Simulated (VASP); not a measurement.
# Si9C8 (a cell with a defect) in VASP: a series of runs

Si9C8 (a cell with a defect) is run at these levels: r2SCAN+D3(BJ); tasks: single point.

Everything below comes from runs of VASP 6.6.1. Logs are shortened: lines on timing, memory, paths and dates and some standing lists are left out, and cuts for length are marked.

## (1) The cell of the first run

The cell holds a defect, 17 atoms: a = 6.157 Å, b = 6.157 Å, c = 6.157 Å, α = 60.00°, β = 60.00°, γ = 60.00°.

## (2) Single point, r2SCAN+D3(BJ)

Input file POSCAR:

```
Si9C8
1.0
    0.0000000000      4.3539930000      4.3539930000
    4.3539930000      0.0000000000      4.3539930000
    4.3539930000      4.3539930000      0.0000000000
Si C
9 8
Direct
    0.1782846229      0.1253906472      0.0343018466
    0.1158936177      0.1330502828      0.6146082458
    0.1786176505      0.5696150637      0.1244374991
    0.1430870468      0.6020910001      0.6474516610
    0.4794564438      0.1577517465      0.1804894955
    0.5503453956      0.1578550999      0.6574884250
    0.6541925998      0.6084185252      0.1272510084
    0.6338204953      0.6144359901      0.6398609277
    0.8847281105      0.9578104512      0.3234272540
    0.0381259226     -0.0499082107     -0.0048001915
   -0.0208659040      0.0096348340      0.5184321610
    0.0162035171      0.4730485327      0.0240583758
   -0.0156408152      0.5185355144      0.5147229222
    0.5355199239     -0.0336357913      0.0076137008
    0.5108299439     -0.0074529288      0.5104624651
    0.5462342268      0.4708321763      0.0035599506
    0.5076030210      0.5022056765      0.4932024466
```

Input file INCAR.step1:

```
ALGO = Normal ; EDIFF = 1E-4
ENCUT = 520 ; GGA = PE
ISMEAR = -1 ; LASPH = T
LCHARG = F ; LREAL = Auto
LWAVE = T ; NBANDS = 48
NELM = 80 ; PREC = Accurate
SIGMA = 0.02
```

Input file INCAR.step2:

```
ALGO = Normal ; EDIFF = 1E-6
ENCUT = 520 ; ISIF = 2
ISMEAR = -1 ; ISTART = 1
IVDW = 12 ; LASPH = T
LCHARG = F ; LMIXTAU = T
LREAL = Auto ; LWAVE = F
METAGGA = R2SCAN ; NBANDS = 48
NELM = 80 ; PREC = Accurate
SIGMA = 0.02 ; VDW_A1 = 0.49484001
VDW_A2 = 5.73083694 ; VDW_S6 = 1.0
VDW_S8 = 0.78981345
```

Input file KPOINTS:

```
k-points
0
Gamma
  2 2 2
```

Potentials or basis: VASP PAW PBE potentials, release 64 (Si, C).

Started as:

```sh
$ cat potpaw_PBE.64/Si/POTCAR potpaw_PBE.64/C/POTCAR > POTCAR
$ cp INCAR.step1 INCAR
$ mpirun -np 1 vasp_std > vasp.out
$ cp INCAR.step2 INCAR
$ mpirun -np 1 vasp_std > vasp.out
```

OUTCAR:

```text
EDIFF = 1E-6
   ENCUT = 520
   ISIF = 2
   ISMEAR = -1
   ISTART = 1
   IVDW = 12
   LASPH = T
   LREAL = Auto
   METAGGA = R2SCAN
   NELM = 80
   PREC = Accurate
 IVDW          = 12

 ion  position               nearest neighbor table
   1  0.178  0.125  0.034-  10 1.83  12 1.84  14 1.86   9 2.08   6 2.31  11 2.45   5 2.55   4 2.69
                             2 2.77   3 3.05   7 3.09   7 3.14
   2  0.116  0.133  0.615-  11 1.80  10 1.94  13 1.95  15 1.99   5 2.48   1 2.77   3 2.87   6 2.90
                             8 2.97   4 3.08   4 3.10
   3  0.179  0.570  0.124-  12 1.82  16 1.85  10 1.92  13 2.01   5 2.25   9 2.62   2 2.87   8 2.90
                             4 2.95   1 3.05   7 3.06   7 3.11
   4  0.143  0.602  0.647-  17 1.84  12 1.89  13 1.90  11 2.05   9 2.57   6 2.63   1 2.69   3 2.95
                             7 2.98   8 3.04   2 3.08   2 3.10   8 3.12
   5  0.479  0.158  0.180-  14 1.77  16 1.82  15 1.82   3 2.25   2 2.48   1 2.55   9 2.56   6 3.03
                             7 3.13
   6  0.550  0.158  0.657-  17 1.78  15 1.82  14 1.85  11 2.16   1 2.31   9 2.40   4 2.63   2 2.90
                             5 3.03   8 3.04   7 3.06
   7  0.654  0.608  0.127-  14 1.80  12 1.82  17 1.84  16 1.86   4 2.98   8 3.05   3 3.06   6 3.06
                             1 3.09   3 3.11   8 3.11   5 3.13   1 3.14
   8  0.634  0.614  0.640-  13 1.77  16 1.84  15 1.90  17 1.94   9 2.61   3 2.90   2 2.97   4 3.04
                             6 3.04   7 3.05   7 3.11   4 3.12
   9  0.885  0.958  0.323-  10 1.77  11 1.77  15 1.94   1 2.08  13 2.23   6 2.40   5 2.56   4 2.57
                             8 2.61   3 2.62
  10  0.038  0.950  0.995-   9 1.77   1 1.83   3 1.92   2 1.94
  11  0.979  0.010  0.518-   9 1.77   2 1.80   4 2.05   6 2.16   1 2.45
  12  0.016  0.473  0.024-   3 1.82   7 1.82   1 1.84   4 1.89
  13  0.984  0.519  0.515-   8 1.77   4 1.90   2 1.95   3 2.01   9 2.23
  14  0.536  0.966  0.008-   5 1.77   7 1.80   6 1.85   1 1.86
  15  0.511  0.993  0.510-   6 1.82   5 1.82   8 1.90   9 1.94   2 1.99
  16  0.546  0.471  0.004-   5 1.82   8 1.84   3 1.85   7 1.86
  17  0.508  0.502  0.493-   6 1.78   4 1.84   7 1.84   8 1.94

  LATTYP: Found a face centered cubic cell.
 ALAT       =     8.7079860000

  Lattice vectors:

 A1 = (   0.0000000000,   4.3539930000,   4.3539930000)
 A2 = (   4.3539930000,   0.0000000000,   4.3539930000)
 A3 = (   4.3539930000,   4.3539930000,   0.0000000000)

Analysis of symmetry for initial positions (statically):
=====================================================================
 Subroutine PRICEL returns:
 Original cell was already a primitive cell.

 Routine SETGRP: Setting up the symmetry group for a
 face centered cubic supercell.

 Subroutine GETGRP returns: Found  1 space group operations
 (whereof  1 operations were pure point group operations)
 out of a pool of 48 trial point group operations.

The static configuration has the point symmetry C_1 .

Analysis of symmetry for dynamics (positions and initial velocities):
=====================================================================
 Subroutine PRICEL returns:
 Original cell was already a primitive cell.

 Routine SETGRP: Setting up the symmetry group for a
 face centered cubic supercell.

 Subroutine GETGRP returns: Found  1 space group operations
 (whereof  1 operations were pure point group operations)
 out of a pool of 48 trial point group operations.

The dynamic configuration has the point symmetry C_1 .

 Subroutine INISYM returns: Found  1 space group operations
 (whereof  1 operations are pure point group operations),
 and found     1 'primitive' translations

----------------------------------------------------------------------------------------

                                     Primitive cell

  volume of cell :     165.0795

  direct lattice vectors                    reciprocal lattice vectors
     0.000000000  4.353993000  4.353993000    -0.114837116  0.114837116  0.114837116
     4.353993000  0.000000000  4.353993000     0.114837116 -0.114837116  0.114837116
     4.353993000  4.353993000  0.000000000     0.114837116  0.114837116 -0.114837116

  length of vectors
     6.157475951  6.157475951  6.157475951     0.198903720  0.198903720  0.198903720

  position of ions in fractional coordinates (direct lattice)
     0.178284623  0.125390647  0.034301847
     0.115893618  0.133050283  0.614608246
     0.178617651  0.569615064  0.124437499
     0.143087047  0.602091000  0.647451661
     0.479456444  0.157751746  0.180489495
     0.550345396  0.157855100  0.657488425
[... 9 lines left out ...]
     0.546234227  0.470832176  0.003559951
     0.507603021  0.502205676  0.493202447

  ion indices of the primitive-cell ions
   primitive index   ion index
                 1           1
                 2           2
                 3           3
                 4           4
                 5           5
                 6           6
[... 9 lines left out ...]
                16          16
                17          17

----------------------------------------------------------------------------------------

 KPOINTS: k-points

Automatic generation of k-mesh.
 Grid dimensions read from file:
 generate k-points for:    2    2    2

 Generating k-lattice:

  Cartesian coordinates                     Fractional coordinates (reciprocal lattice)
    -0.057418558  0.057418558  0.057418558     0.500000000  0.000000000  0.000000000
     0.057418558 -0.057418558  0.057418558     0.000000000  0.500000000  0.000000000
     0.057418558  0.057418558 -0.057418558     0.000000000  0.000000000  0.500000000

  Length of vectors
     0.099451860  0.099451860  0.099451860

  Shift w.r.t. Gamma in fractional coordinates (k-lattice)
     0.000000000  0.000000000  0.000000000

 Subroutine IBZKPT returns following result:
 ===========================================

 Found      8 irreducible k-points:

 Following reciprocal coordinates:
            Coordinates               Weight
  0.000000  0.000000  0.000000      1.000000
  0.500000  0.000000  0.000000      1.000000
  0.000000  0.500000  0.000000      1.000000
  0.000000  0.000000  0.500000      1.000000
  0.500000  0.500000  0.500000      1.000000
  0.500000  0.500000  0.000000      1.000000
  0.000000  0.500000  0.500000      1.000000
  0.500000  0.000000  0.500000      1.000000
   k-points           NKPTS =      8   k-points in BZ     NKDIM =      8   number of bands    NBANDS=     48
   number of dos      NEDOS =    301   number of ions     NIONS =     17
   total plane-waves  NPLWV = 110592
   dimension x,y,z NGX =    48 NGY =   48 NGZ =   48
   dimension x,y,z NGXF=    96 NGYF=   96 NGZF=   96
   ions per type =               9   8
   NGX,Y,Z   is equivalent  to a cutoff of  12.96, 12.96, 12.96 a.u.
   NGXF,Y,Z  is equivalent  to a cutoff of  25.92, 25.92, 25.92 a.u.
 SYSTEM =  unknown system
   PREC   = accura    normal or accurate (medium, high low for compatibility)
   ISTART =      1    job   : 0-new  1-cont  2-samecut
   ICHARG =      0    charge: 1-file 2-atom 10-const
   ISPIN  =      1    spin polarized calculation?
   LNONCOLLINEAR =      F non collinear calculations
   LSORBIT =      F    spin-orbit coupling
   LASPH  =      T    aspherical Exc in radial PAW
   ENCUT  =  520.0 eV  38.22 Ry    6.18 a.u.  11.45 11.45 11.45*2*pi/ulx,y,z
   NELM   =     80;   NELMIN=  2; NELMDL=  0     # of ELM steps
   EDIFF  = 0.1E-05   stopping-criterion for ELM
   LREAL  =      T    real-space projection
   EDIFFG = 0.1E-04   stopping-criterion for IOM
   NSW    =      0    number of steps for IOM
   IBRION =     -1    ionic relax: 0-MD 1-quasi-New 2-CG
   NFREE  =      0    steps in history (QN), initial steepest desc. (CG)
   ISIF   =      2    stress and relaxation
   ISYM   =      2    0-nonsym 1-usesym 2-fastsym
   POTIM  = 0.5000    time-step for ionic-motion
   TEBEG  =    0.0;   TEEND  =   0.0 temperature during run
   PSTRESS=    0.0 pullay stress
   NELECT =      68.0000    total number of electrons
   NUPDOWN=      -1.0000    fix difference up-down
   EMIN   =  10.00;   EMAX   =-10.00  energy-range for DOS
   EFERMI =   0.00;   METHOD = LEGACY
   ISMEAR =    -1;   SIGMA  =   0.02  broadening in eV -4-tet -1-fermi 0-gaus
   EFERMI_NEDOS =   21; number of points for ismear=-14 and -15
   IALGO  =     38    algorithm
   IMIX   =      4    mixing-type and parameters
     AMIX     =   0.40;   BMIX     =  1.00
     AMIX_MAG =   1.60;   BMIX_MAG =  1.00
  volume/ion in A,a.u.               =       9.71        65.53
  Fermi-wavevector in a.u.,A,eV,Ry     =   1.218092  2.301860 20.187617  1.483748
  Thomas-Fermi vector in A             =   2.353390
   LORBIT       =      0    0 simple, 1 ext, 2 COOP (PROOUT), +10 PAW based schemes
   METAGGA = R2SCAN    functional components
   LHFCALC =     F    Hartree Fock is set to
   AEXX    =    0.0000 exact exchange contribution
   IVDW    =    12    specifies the selected vdW correction
   LEPSILON=     F    determine dielectric tensor
   LRPA    =     F    only Hartree local field effects (RPA)
 non-spin polarized calculation
  energy-cutoff  :      520.00
  volume of cell :      165.08
 maximum number of plane-waves:      4477
 NGX is ok and might be reduce to    48
   NGX = 23   NGY = 23   NGZ = 23

 number of electron      68.0000000 magnetization

 Free energy of the ion-electron system (eV)
  ---------------------------------------------------
  ext. energy  EPLUGINS =         0.00000000
  ---------------------------------------------------
  free energy    TOTEN  =      -149.80170131 eV

  energy without entropy =     -149.79503331  energy(sigma->0) =     -149.79836731

 E-fermi :  11.3646     XC(G=0): -12.3570

 val. band max:       11.3445900080   @ k =   0.0000   0.0000   0.0000
 cond. band min:      11.3912921989   @ k =   0.5000   0.0000   0.0000
 fundamental gap:      0.0467021909
 Fermi energy:        11.3645911316

 k-point     1 :       0.0000    0.0000    0.0000
  band No.  band energies     occupation
      1      -8.1953      2.00000
      2      -4.9226      2.00000
      3      -4.5910      2.00000
      4      -4.3051      2.00000
      5      -4.0747      2.00000
      6      -2.9111      2.00000
[... 38 lines left out ...]
     45      15.1138      0.00000
     46      15.5630      0.00000

 k-point     2 :       0.5000    0.0000    0.0000
  band No.  band energies     occupation
      1      -7.1357      2.00000
      2      -6.8784      2.00000
      3      -4.5454      2.00000
      4      -4.0509      2.00000
      5      -3.9900      2.00000
      6      -3.7754      2.00000
[... 38 lines left out ...]
     45      16.2117      0.00000
     46      16.5835      0.00000

 k-point     3 :       0.0000    0.5000    0.0000
  band No.  band energies     occupation
      1      -7.2762      2.00000
      2      -6.6600      2.00000
      3      -4.6464      2.00000
      4      -4.3423      2.00000
      5      -3.9404      2.00000
      6      -3.7628      2.00000
[... 234 lines left out ...]
     45      16.8726      0.00000
     46      17.0588      0.00000

 k-point     8 :       0.5000    0.0000    0.5000
  band No.  band energies     occupation
      1      -7.0395      2.00000
      2      -6.1577      2.00000
      3      -5.4633      2.00000
      4      -4.7998      2.00000
      5      -4.7180      2.00000
      6      -4.4065      2.00000
[... 38 lines left out ...]
     45      16.9059      0.00000
     46      17.0571      0.00000
 [bands above 46 left out]

------------------------ aborting loop because EDIFF is reached ----------------------------------------

 Edisp (eV)   -2.68174

 E8    (eV) :    -0.7701

  FORCE on cell =-STRESS in cart. coord.  units (eV):
  Direction    XX          YY          ZZ          XY          YZ          ZX
  --------------------------------------------------------------------------------------
  -------------------------------------------------------------------------------------
  Total      19.02581    18.71596    21.79364    -1.63271     3.06721    -4.37274
  in kB     184.65481   181.64758   211.51794   -15.84624    29.76875   -42.43955
  external pressure =      192.61 kB  Pullay stress =        0.00 kB

 VOLUME and BASIS-vectors are now :
 -----------------------------------------------------------------------------
  energy-cutoff  :      520.00
  volume of cell :      165.08
      direct lattice vectors                 reciprocal lattice vectors
     0.000000000  4.353993000  4.353993000    -0.114837116  0.114837116  0.114837116
     4.353993000  0.000000000  4.353993000     0.114837116 -0.114837116  0.114837116
     4.353993000  4.353993000  0.000000000     0.114837116  0.114837116 -0.114837116

 POSITION                                       TOTAL-FORCE (eV/Angst)
 -----------------------------------------------------------------------------------
      0.69530      0.92560      1.32220        -0.464402      0.170832      3.498122
      3.25530      3.18060      1.08390         0.769411      0.531021      0.567188
      3.02190      1.31950      3.25780         2.442593     -0.690489     -1.062056
      5.44050      3.44200      3.24450         0.938807     -0.727773     -0.580707
      1.47270      2.87340      2.77440        -0.742014      1.141329      0.435787
      3.55000      5.25890      3.08350        -0.258265      2.158792      0.381614
[... 9 lines left out ...]
      2.06550      2.39380      4.42830         0.614594     -1.118671      0.336175
      4.33400      4.35750      4.39670         1.833282      0.405741      1.267300
 -----------------------------------------------------------------------------------
    total drift:                                0.012796     -0.005993     -0.015923

  FREE ENERGIE OF THE ION-ELECTRON SYSTEM (eV)
  ---------------------------------------------------
  free  energy   TOTEN  =      -152.4834448359 eV

  energy  without entropy=     -152.4767768326  energy(sigma->0) =     -152.48011083
```

Run time: 2.9 min. Hardware: 1 thread of Intel Xeon 6975P-C (Granite Rapids), shared host; peak memory 0.34 GiB.

Results:

- Free energy: -152.4834 eV
- Pressure: 19.3 GPa
- Largest force: 4.455 eV/Å
- Band gap on the k mesh: zero (band 34 reaches 11.83 eV, above the bottom of band 35 at 10.40 eV)
- Dispersion energy per atom: -0.158 eV

Forces in eV/Å, atoms in the order of the input:
```
Si  -0.464  0.171  3.498
Si   0.769  0.531  0.567
Si   2.443 -0.690 -1.062
Si   0.939 -0.728 -0.581
Si  -0.742  1.141  0.436
Si  -0.258  2.159  0.382
Si  -0.173  0.290 -0.549
Si  -0.090 -1.096 -1.658
Si   0.166  0.162 -4.449
C   -0.383 -0.694  0.542
C   -1.604  0.345 -1.544
C   -0.862 -1.536  1.324
C   -1.346  0.796  2.336
C    0.460 -1.205 -0.259
C   -1.302  1.067 -0.587
C    0.615 -1.119  0.336
C    1.833  0.406  1.267
```

Caveat: the k points lie up to 0.62 Å⁻¹ apart; the PAW data sets were made with another functional, which shifts forces and pressure a little.

(Continued in part 2 of 2.)
